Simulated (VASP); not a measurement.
# MgCdSe (P-6m2) in VASP: a series of runs

The runs below take MgCdSe through single point, relaxation of cell and atoms, with PBE.

Everything below comes from runs of VASP 6.6.1. Logs are shortened: lines on timing, memory, paths and dates and some standing lists are left out, and cuts for length are marked.

## 1. The cell of the first run

The structure is hexagonal, space group P-6m2 (No. 187). The conventional cell has a = 4.715 Å, b = 4.715 Å, c = 3.710 Å, α = 90.00°, β = 90.00°, γ = 120.00°. Within 4.3 Å of Mg (site symmetry -6m2) lie 6 Se at 3.29 Å and 6 Cd at 3.29 Å and 2 Mg at 3.71 Å. Within 3.6 Å of Cd (site symmetry -6m2) lie 3 Se at 2.72 Å and 6 Mg at 3.29 Å. Se (site symmetry -6m2) has 3 Cd at 2.72 Å and 6 Mg at 3.29 Å within 3.6 Å.

## 2. Single point, PBE

INCAR reads:

```
PREC     = Accurate       # precision mode
ENCUT    = 520            # plane-wave cutoff, eV
EDIFF    = 1E-6           # SCF threshold, eV
ISMEAR   = 0              # smearing method
SIGMA    = 0.1            # smearing width, eV
LREAL    = False          # projectors in reciprocal space
LASPH    = True           # aspherical terms in the spheres
NELM     = 60             # most SCF steps
ALGO     = Normal         # electronic algorithm
ISIF     = 2              # what is computed and relaxed
LWAVE    = False          # write WAVECAR
LCHARG   = True           # write CHGCAR
GGA      = PE             # functional
LELF     = True           # ELF
LVHAR    = True         
NBANDS   = 17             # bands
```

KPOINTS reads:

```
regular mesh
0
Gamma
  6 6 6
```

POSCAR reads:

```
MgCdSe
1.0
    4.7151675747      0.0000000000      0.0000000000
   -2.3575837873      4.0834549028      0.0000000000
    0.0000000000      0.0000000000      3.7102522768
Mg Cd Se
1 1 1
Direct
    0.6666666667      0.3333333333      0.5000000000
    0.3333333333      0.6666666667      0.0000000000
    0.0000000000      0.0000000000      0.0000000000
```

Potentials or basis: VASP PAW PBE potentials, release 64 (Mg, Cd, Se).

Run with:

```bash
> cat potpaw_PBE.64/Mg/POTCAR potpaw_PBE.64/Cd/POTCAR potpaw_PBE.64/Se/POTCAR > POTCAR
> mpirun -np 1 vasp_std > vasp.out
```

OUTCAR:

```text
PREC = Accurate
   ENCUT = 520
   EDIFF = 1E-6
   ISMEAR = 0
   LREAL = False
   LASPH = True
   NELM = 60
   ISIF = 2
   GGA = PE

 ion  position               nearest neighbor table
   1  0.667  0.333  0.500-   2 3.29   2 3.29   2 3.29   2 3.29   2 3.29   2 3.29
   2  0.333  0.667  0.000-   3 2.72   3 2.72   3 2.72   1 3.29   1 3.29   1 3.29   1 3.29   1 3.29
                             1 3.29
   3  0.000  0.000  0.000-   2 2.72   2 2.72   2 2.72

  LATTYP: Found a hexagonal cell.
 ALAT       =     4.7151675747
 C/A-ratio  =     0.7868760162

  Lattice vectors:

 A1 = (   4.7151675747,   0.0000000000,   0.0000000000)
 A2 = (  -2.3575837873,   4.0834549028,   0.0000000000)
 A3 = (   0.0000000000,   0.0000000000,   3.7102522768)

Analysis of symmetry for initial positions (statically):
=====================================================================
 Subroutine PRICEL returns:
 Original cell was already a primitive cell.

 Routine SETGRP: Setting up the symmetry group for a
 hexagonal supercell.

 Subroutine GETGRP returns: Found 12 space group operations
 (whereof 12 operations were pure point group operations)
 out of a pool of 24 trial point group operations.

The static configuration has the point symmetry D_3h.

Analysis of symmetry for dynamics (positions and initial velocities):
=====================================================================
 Subroutine PRICEL returns:
 Original cell was already a primitive cell.

 Routine SETGRP: Setting up the symmetry group for a
 hexagonal supercell.

 Subroutine GETGRP returns: Found 12 space group operations
 (whereof 12 operations were pure point group operations)
 out of a pool of 24 trial point group operations.

The dynamic configuration has the point symmetry D_3h.

 Subroutine INISYM returns: Found 12 space group operations
 (whereof 12 operations are pure point group operations),
 and found     1 'primitive' translations

----------------------------------------------------------------------------------------

                                     Primitive cell

  volume of cell :      71.4378

  direct lattice vectors                    reciprocal lattice vectors
     4.715167575  0.000000000  0.000000000     0.212081540  0.122445334  0.000000000
    -2.357583787  4.083454903  0.000000000     0.000000000  0.244890668  0.000000000
[... 81 lines left out ...]
   ISPIN  =      1    spin polarized calculation?
   LNONCOLLINEAR =      F non collinear calculations
   LSORBIT =      F    spin-orbit coupling
   LASPH  =      T    aspherical Exc in radial PAW
   ENCUT  =  520.0 eV  38.22 Ry    6.18 a.u.   8.77  8.77  6.90*2*pi/ulx,y,z
   NELM   =     60;   NELMIN=  2; NELMDL= -5     # of ELM steps
   EDIFF  = 0.1E-05   stopping-criterion for ELM
   LREAL  =      F    real-space projection
   EDIFFG = 0.1E-04   stopping-criterion for IOM
   NSW    =      0    number of steps for IOM
   IBRION =     -1    ionic relax: 0-MD 1-quasi-New 2-CG
   NFREE  =      0    steps in history (QN), initial steepest desc. (CG)
   ISIF   =      2    stress and relaxation
   ISYM   =      2    0-nonsym 1-usesym 2-fastsym
   POTIM  = 0.5000    time-step for ionic-motion
   TEBEG  =    0.0;   TEEND  =   0.0 temperature during run
   PSTRESS=    0.0 pullay stress
   NELECT =      20.0000    total number of electrons
   NUPDOWN=      -1.0000    fix difference up-down
   EMIN   =  10.00;   EMAX   =-10.00  energy-range for DOS
   EFERMI =   0.00;   METHOD = LEGACY
   ISMEAR =     0;   SIGMA  =   0.10  broadening in eV -4-tet -1-fermi 0-gaus
   EFERMI_NEDOS =   21; number of points for ismear=-14 and -15
   IALGO  =     38    algorithm
   IMIX   =      4    mixing-type and parameters
     AMIX     =   0.40;   BMIX     =  1.00
     AMIX_MAG =   1.60;   BMIX_MAG =  1.00
  volume/ion in A,a.u.               =      23.81       160.70
  Fermi-wavevector in a.u.,A,eV,Ry     =   1.070965  2.023831 15.605428  1.146967
  Thomas-Fermi vector in A             =   2.206691
   LORBIT       =      0    0 simple, 1 ext, 2 COOP (PROOUT), +10 PAW based schemes
   GGA     = PE    functional components
   LHFCALC =     F    Hartree Fock is set to
   AEXX    =    0.0000 exact exchange contribution
   IVDW    =     0    specifies the selected vdW correction
   LEPSILON=     F    determine dielectric tensor
   LRPA    =     F    only Hartree local field effects (RPA)
 non-spin polarized calculation
 Gauss-broadening in eV      SIGMA  =   0.10
  energy-cutoff  :      520.00
  volume of cell :       71.44
 maximum number of plane-waves:      1946
 NGX is ok and might be reduce to    36
   NGX = 17   NGY = 17   NGZ = 13

 number of electron      19.9999995 magnetization

 Free energy of the ion-electron system (eV)
  ---------------------------------------------------
  ext. energy  EPLUGINS =         0.00000000
  ---------------------------------------------------
  free energy    TOTEN  =        -6.06577548 eV

  energy without entropy =       -6.06348114  energy(sigma->0) =       -6.06462831

 E-fermi :   3.1488     XC(G=0):  -9.4762

 val. band max:        3.0943992568   @ k =   0.3333   0.3333   0.3333
 cond. band min:       3.3286361002   @ k =   0.3333  -0.0000   0.3333
 fundamental gap:      0.2342368433
 Fermi energy:         3.1488120779

 k-point     1 :       0.0000    0.0000    0.0000
  band No.  band energies     occupation
      1     -10.5841      2.00000
      2      -6.0562      2.00000
      3      -6.0562      2.00000
      4      -5.7627      2.00000
      5      -5.6480      2.00000
      6      -5.6480      2.00000
[... 457 lines left out ...]
      4      -5.8529      2.00000
      5      -5.7808      2.00000
      6      -5.4623      2.00000
[... 9 lines left out ...]
     16      10.8242      0.00000
     17      11.8842      0.00000

 [... further k-points ...]
[... 5 lines left out ...]
  --------------------------------------------------------------------------------------
  -------------------------------------------------------------------------------------
  Total        0.2534701      0.2534701      0.1606505      0.0000000      0.0000000     -0.0000000
  in kB        5.6847194      5.6847194      3.6030006      0.0000000      0.0000000     -0.0000000
  external PRESSURE =       4.9908131 kB  Pullay stress =       0.0000000 kB

 VOLUME and BASIS-vectors are now :
 -----------------------------------------------------------------------------
  energy-cutoff  :      520.00
  volume of cell :       71.44
      direct lattice vectors                 reciprocal lattice vectors
     4.715167575  0.000000000  0.000000000     0.212081540  0.122445334  0.000000000
    -2.357583787  4.083454903  0.000000000     0.000000000  0.244890668  0.000000000
     0.000000000  0.000000000  3.710252277     0.000000000  0.000000000  0.269523452

 POSITION                                       TOTAL-FORCE (eV/Angst)
 -----------------------------------------------------------------------------------
      2.35758      1.36115      1.85513         0.000000      0.000000      0.000000
     -0.00000      2.72230      0.00000         0.000000     -0.000000      0.000000
      0.00000      0.00000      0.00000        -0.000000     -0.000000      0.000000
 -----------------------------------------------------------------------------------
    total drift:                                0.000000     -0.000000     -0.000000

  FREE ENERGIE OF THE ION-ELECTRON SYSTEM (eV)
  ---------------------------------------------------
  free  energy   TOTEN  =        -6.0657754777 eV

  energy  without entropy=       -6.0634811418  energy(sigma->0) =       -6.06462831
```

Run time: 26 s. Hardware: 1 thread of Intel Xeon 6975P-C, shared host; peak memory 0.21 GiB.

What came out:

- Free energy: -6.0658 eV
- Pressure: 0.5 GPa
- Band gap on the k mesh: zero (band 10 reaches 4.34 eV, above the bottom of band 11 at 2.69 eV)

Levels at points of the mesh, in eV from the Fermi level:
```
           k point  band 7  band 8  band 9  band 10  band 11  band 12  band 13  band 14
(0.00, 0.00, 0.00)   -3.84   -2.75   -2.75    -1.41     1.36     1.36     2.64     4.35
(0.50, 0.00, 0.00)   -6.55   -3.96   -1.95    -0.90     2.23     4.15     4.73     5.10
(0.00, 0.00, 0.50)   -5.22   -2.20   -2.20    -1.50     1.12     3.34     3.34     4.35
(0.50, 0.00, 0.50)   -5.09   -3.86   -3.23    -1.46     0.25     1.81     3.20     4.15
```

## 3. Relaxation of cell and atoms, PBE

This run uses another cell than the first one, of 21.80 Å³/atom, 0.916 times its volume.

INCAR reads:

```
  ALGO = Normal
  EDIFF = 1E-6
  EDIFFG = -0.04
  ENCUT = 600
  GGA = PE
  IBRION = 2
  ISIF = 3
  ISMEAR = 0
  LASPH = True
  LCHARG = False
  LREAL = False
  LWAVE = False
  NELM = 80
  NSW = 90
  PREC = Accurate
  SIGMA = 0.1
```

KPOINTS reads:

```
k-points
0
Gamma
  6 6 4
```

POSCAR reads:

```
MgCdSe
1.0
    4.2284516700      0.0000000000      0.0000000000
   -2.1142258400      3.6619465700      0.0000000000
    0.0000000000      0.0000000000      4.2240114300
Mg Cd Se
1 1 1
Direct
    0.6666666700      0.3333333300      0.5000000000
    0.3333333300      0.6666666700      0.0000000000
    0.0000000000      0.0000000000      0.0000000000
```

Potentials or basis: VASP PAW PBE potentials, release 64 (Mg, Cd, Se).

Run with:

```bash
> cat potpaw_PBE.64/Mg/POTCAR potpaw_PBE.64/Cd/POTCAR potpaw_PBE.64/Se/POTCAR > POTCAR
> mpirun -np 1 vasp_std > vasp.out
```

Wall time 1.7 min (1 thread of Intel Xeon 6975P-C, shared host); peak memory 0.23 GiB.

Results (log left out):

| Property | Result |
| --- | --- |
| Free energy | -6.0724 eV |
| Relaxed volume | 23.66 Å³/atom |
| Relaxed cell | a = 4.784 Å, b = 4.784 Å, c = 3.581 Å, α = 90.00°, β = 90.00°, γ = 120.00° |
| Space group after relaxing (to 0.05 Å) | P-6m2 (No. 187) |
| Energy gained by relaxing | 313.9 meV/atom |
| Ionic steps | 7 |
| Pressure after relaxing | 0.2 GPa |
| Band gap on the k mesh | zero (band 10 reaches 4.14 eV, above the bottom of band 11 at 3.05 eV) |

Stress tensor (GPa, compression positive):
```
0.18 0.00 0.00
0.00 0.18 0.00
0.00 0.00 0.26
```

Step by step:
```
step  energy change (eV)  largest force (eV/Å)  pressure (GPa)  volume (Å³)
   1              0.0000                0.0000           14.80        65.41
   2             -0.7310                0.0000           -2.68        86.06
   3             -0.7732                0.0000           -0.41        80.82
   4             -0.7734                0.0000           -0.63        81.24
   5             -0.7915                0.0000           -0.60        80.26
   6             -0.8476                0.0000           -0.41        77.27
   7             -0.9418                0.0000            0.21        70.97
```

Final structure:
```
Mg Cd Se
1.0
     4.78360    0.00000    0.00000
    -2.39180    4.14272    0.00000
     0.00000    0.00000    3.58136
Mg Cd Se
1 1 1
Cartesian
  2.3918 1.3809 1.7907
  0.0000 2.7618 3.5814
  0.0000 0.0000 3.5814
```

Levels at points of the mesh, in eV from the Fermi level:
| k point | band 8 | band 9 | band 10 | band 11 | band 12 | band 13 |
| --- | --- | --- | --- | --- | --- | --- |
| (0.00, 0.00, 0.00) | -2.97 | -2.97 | -1.07 | 0.97 | 0.97 | 2.16 |
| (0.50, 0.00, 0.00) | -4.14 | -2.30 | -0.64 | 1.98 | 4.19 | 4.37 |
| (0.00, 0.00, 0.50) | -2.29 | -2.29 | -1.64 | 0.84 | 3.18 | 3.18 |
| (0.50, 0.00, 0.50) | -4.04 | -3.25 | -1.57 | 0.09 | 1.62 | 3.03 |

Caveat: the k points lie up to 0.44 Å⁻¹ apart in the final cell.

## 4. Relaxation of cell and atoms, PBE

This run uses another cell than the first one, of 23.72 Å³/atom, 0.996 times its volume.

INCAR reads:

```
SYSTEM = MgCdSe
PREC = Accurate
ENCUT = 600
EDIFF = 1E-7
ISMEAR = 0
SIGMA = 0.1
LREAL = .FALSE.
LASPH = .TRUE.
NELM = 60
ALGO = Normal
ISIF = 3
LWAVE = .FALSE.
LCHARG = .FALSE.
GGA = PE
IBRION = 2
NSW = 90
EDIFFG = -0.04
```

KPOINTS reads:

```
Automatic mesh
0
G
  6 6 6
  0 0 0
```

POSCAR reads:

```
MgCdSe
1.0
    4.7748226465      0.0000000000      0.0000000000
   -2.3874113232      4.1351177104      0.0000000000
    0.0000000000      0.0000000000      3.6044031983
Mg Cd Se
1 1 1
Direct
    0.6666666667      0.3333333333      0.5000000000
    0.3333333333      0.6666666667      0.0000000000
    0.0000000000      0.0000000000      0.0000000000
```

Run with:

```bash
> cat potpaw_PBE.64/Mg/POTCAR potpaw_PBE.64/Cd/POTCAR potpaw_PBE.64/Se/POTCAR > POTCAR
> mpirun -np 1 vasp_std > vasp.out
```

It took 95 s on 1 thread of Intel Xeon 6975P-C, shared host; peak memory 0.25 GiB.

The run converged. Its results:

```
Free energy                            : -6.0666 eV
Relaxed volume                         : 24.13 Å³/atom
Relaxed cell                           : a = 4.732 Å, b = 4.732 Å, c = 3.732 Å, α = 90.00°, β = 90.00°, γ = 120.00°
Space group after relaxing (to 0.05 Å) : P-6m2 (No. 187)
Energy gained by relaxing              : 5.5 meV/atom
Ionic steps                            : 5
Pressure after relaxing                : -0.1 GPa
Band gap on the k mesh                 : zero (band 10 reaches 4.23 eV, above the bottom of band 11 at 2.60 eV)
```

The path:
```tsv
step	energy change (eV)	largest force (eV/Å)	pressure (GPa)	volume (Å³)
1	0.0000	0.0000	-0.20	71.17
2	-0.0106	0.0000	0.36	70.85
3	-0.0123	0.0000	0.72	70.66
4	-0.0160	0.0000	0.21	71.76
5	-0.0164	0.0000	-0.05	72.38
```

Final structure:
```yaml
crystal:
  lattice:
    - [4.73236, 0.00000, 0.00000]
    - [-2.36618, 4.09834, 0.00000]
    - [0.00000, 0.00000, 3.73181]
  atoms:
    - { symbol: Mg, position: [0.66667, 0.33333, 0.50000] }
    - { symbol: Cd, position: [0.33333, 0.66667, 0.00000] }
    - { symbol: Se, position: [0.00000, 0.00000, 0.00000] }
```

Levels at points of the mesh, in eV from the Fermi level:
```tsv
k point	band 8	band 9	band 10	band 11	band 12	band 13
(0.00, 0.00, 0.00)	-2.73	-2.73	-1.41	1.38	1.38	2.60
(0.50, 0.00, 0.00)	-3.92	-1.94	-0.91	2.18	4.12	4.69
(0.00, 0.00, 0.50)	-2.19	-2.19	-1.53	1.10	3.34	3.34
(0.50, 0.00, 0.50)	-3.81	-3.20	-1.44	0.24	1.79	3.19
```

## 5. Single point, PBE

This run uses another cell than the first one, of 23.97 Å³/atom, 1.007 times its volume.

INCAR reads:

```
SYSTEM = MgCdSe
PREC = Accurate ; ENCUT = 520
EDIFF = 1E-6 ; ISMEAR = 0
SIGMA = 0.1 ; LREAL = .False.
LASPH = .True. ; NELM = 100
ALGO = Normal ; ISIF = 2
LWAVE = .False. ; LCHARG = .False.
GGA = PE ; NBANDS = 17
```

KPOINTS reads:

```
Automatic mesh
0
Gamma
  12 12 12
  0 0 0
```

POSCAR reads:

```
MgCdSe
1.0
    4.7256452398      0.0000000000      0.0000000000
   -2.3628226199      4.0925288270      0.0000000000
    0.0000000000      0.0000000000      3.7182208939
Mg Cd Se
1 1 1
Direct
    0.6666666667      0.3333333333      0.5000000000
    0.3333333333      0.6666666667      0.0000000000
    0.0000000000      0.0000000000      0.0000000000
```

Run with:

```bash
> cat potpaw_PBE.64/Mg/POTCAR potpaw_PBE.64/Cd/POTCAR potpaw_PBE.64/Se/POTCAR > POTCAR
> mpirun -np 1 vasp_std > vasp.out
```

Wall time 95 s (1 thread of Intel Xeon 6975P-C, shared host); peak memory 0.33 GiB.

Results (log left out):

- Free energy: -6.0743 eV
- Pressure: 0.1 GPa
- Band gap on the k mesh: zero (band 10 reaches 4.26 eV, above the bottom of band 11 at 2.65 eV)

Stress tensor (GPa, compression positive):
```
0.18 0.00 0.00
0.00 0.18 0.00
0.00 0.00 0.01
```

Levels at points of the mesh, in eV from the Fermi level:
```tsv
k point	band 6	band 7	band 8	band 9	band 10	band 11	band 12	band 13	band 14	band 15
(0.00, 0.00, 0.00)	-8.95	-4.00	-2.92	-2.92	-1.58	1.20	1.20	2.46	4.19	6.29
(0.50, 0.00, 0.00)	-8.95	-6.69	-4.11	-2.11	-1.08	2.03	3.97	4.53	4.92	7.02
(0.00, 0.00, 0.50)	-8.68	-5.36	-2.37	-2.37	-1.68	0.94	3.18	3.18	4.18	4.18
(0.50, 0.00, 0.50)	-8.89	-5.24	-4.01	-3.39	-1.61	0.08	1.64	3.03	3.94	7.18
```

## 6. Relaxation of cell and atoms, PBE

INCAR reads:

```
SYSTEM = MgCdSe
PREC = Accurate
ENCUT = 600
EDIFF = 1E-6
ISMEAR = 0
SIGMA = 0.1
LREAL = .FALSE.
LASPH = .TRUE.
NELM = 60
ALGO = Normal
ISIF = 3
LWAVE = .FALSE.
LCHARG = .FALSE.
GGA = PE
IBRION = 2
NSW = 100
EDIFFG = -0.01
```

KPOINTS reads:

```
regular mesh
0
G
  12 12 12
  0 0 0
```

POSCAR reads:

```
MgCdSe
1.0
    4.7151675747      0.0000000000      0.0000000000
   -2.3575837874      4.0834549028      0.0000000000
    0.0000000000      0.0000000000      3.7102522768
Mg Cd Se
1 1 1
Direct
    0.6666666667      0.3333333333      0.5000000000
    0.3333333333      0.6666666667      0.0000000000
    0.0000000000      0.0000000000      0.0000000000
```

Potentials or basis: VASP PAW PBE potentials, release 64 (Mg, Cd, Se).

Run with:

```bash
> cat potpaw_PBE.64/Mg/POTCAR potpaw_PBE.64/Cd/POTCAR potpaw_PBE.64/Se/POTCAR > POTCAR
> mpirun -np 1 vasp_std > vasp.out
```

It took 3.2 min on 1 thread of Intel Xeon 6975P-C, shared host; peak memory 0.39 GiB.

Results (log left out):

- Free energy: -6.0740 eV
- Relaxed volume: 24.01 Å³/atom
- Relaxed cell: a = 4.732 Å, b = 4.732 Å, c = 3.713 Å, α = 90.00°, β = 90.00°, γ = 120.00°
- Space group after relaxing (to 0.05 Å): P-6m2 (No. 187)
- Energy gained by relaxing: 0.2 meV/atom
- Ionic steps: 2
- Pressure after relaxing: 0.0 GPa
- Band gap on the k mesh: zero (band 10 reaches 4.24 eV, above the bottom of band 11 at 2.64 eV)

Stress tensor (GPa, compression positive):
```
-0.05  0.00  0.00
 0.00 -0.05  0.00
 0.00  0.00  0.04
```

The path:
| step | energy change (eV) | largest force (eV/Å) | pressure (GPa) | volume (Å³) |
| --- | --- | --- | --- | --- |
| 1 | 0.0000 | 0.0000 | 0.38 | 71.44 |
| 2 | -0.0007 | 0.0000 | -0.02 | 72.02 |

Final structure:
```yaml
crystal:
  lattice:
    - [4.73231, 0.00000, 0.00000]
    - [-2.36615, 4.09830, 0.00000]
    - [0.00000, 0.00000, 3.71343]
  atoms:
    - { symbol: Mg, position: [0.66667, 0.33333, 0.50000] }
    - { symbol: Cd, position: [0.33333, 0.66667, 0.00000] }
    - { symbol: Se, position: [0.00000, 0.00000, 0.00000] }
```

Levels at points of the mesh, in eV from the Fermi level:
| k point | band 6 | band 7 | band 8 | band 9 | band 10 | band 11 | band 12 | band 13 | band 14 |
| --- | --- | --- | --- | --- | --- | --- | --- | --- | --- |
| (0.00, 0.00, 0.00) | -8.94 | -4.01 | -2.92 | -2.92 | -1.55 | 1.19 | 1.19 | 2.44 | 4.22 |
| (0.50, 0.00, 0.00) | -8.94 | -6.67 | -4.11 | -2.12 | -1.05 | 2.02 | 3.98 | 4.52 | 4.96 |
| (0.00, 0.00, 0.50) | -8.67 | -5.34 | -2.37 | -2.37 | -1.68 | 0.93 | 3.18 | 3.18 | 4.18 |
| (0.50, 0.00, 0.50) | -8.88 | -5.22 | -4.00 | -3.38 | -1.60 | 0.08 | 1.64 | 3.03 | 3.92 |

## 7. The runs side by side

```csv
task,cell,k mesh,cutoff (eV),gap on the mesh (eV),pressure (GPa),relaxed volume (Å³/atom)
single point,"a = 4.715, b = 4.715, c = 3.710 Å, angles 90.0, 90.0, 120.0°, 3 atoms",6 × 6 × 6,520,none,0.5,-
relaxation of cell and atoms,"relaxed from a = 4.228, b = 4.228, c = 4.224 Å, angles 90.0, 90.0, 120.0°, 3 atoms",6 × 6 × 4,600,none,0.2,23.66
relaxation of cell and atoms,"relaxed from a = 4.775, b = 4.775, c = 3.604 Å, angles 90.0, 90.0, 120.0°, 3 atoms",6 × 6 × 6,600,none,-0.1,24.13
single point,"a = 4.726, b = 4.726, c = 3.718 Å, angles 90.0, 90.0, 120.0°, 3 atoms",12 × 12 × 12,520,none,0.1,-
relaxation of cell and atoms,"relaxed from a = 4.715, b = 4.715, c = 3.710 Å, angles 90.0, 90.0, 120.0°, 3 atoms",12 × 12 × 12,600,none,0.0,24.01
```

Alike in all rows: level PBE; potentials or basis VASP PAW PBE potentials, release 64 (Mg, Cd, Se); no spin polarisation; smearing gaussian 0.1 eV.

Caveats: some runs use coarse meshes.

Absolute energies hang on the potentials; compare differences alone.
